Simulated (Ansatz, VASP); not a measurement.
## One calculation of SnSe, two programs

```
Sn Se
1.0
     0.00000    3.02993    3.02993
     3.02993    0.00000    3.02993
     3.02993    3.02993    0.00000
Sn Se
1 1
Direct
  0.00000 0.00000 0.00000
  0.50000 0.50000 0.50000
```

Change from the starting cell: volume scaled by 1.02.

Alike in both runs: task single point; functional PBE; k mesh 9 × 9 × 9; occupations fermi-dirac, width 0.02 eV; no spin polarisation.

```csv
,VASP,Ansatz
version,VASP 6.6.1,Ansatz 0.2.0
potentials or method,"VASP PAW PBE potentials, release 64 (Sn_d, Se), cutoff 520 eV","all-electron LAPW, scalar-relativistic"
```

```csv
,VASP,Ansatz,Ansatz less VASP
pressure (GPa),0.0,0.0,+0.01
```

Ansatz ran all-electron here, and VASP with PAW potentials.
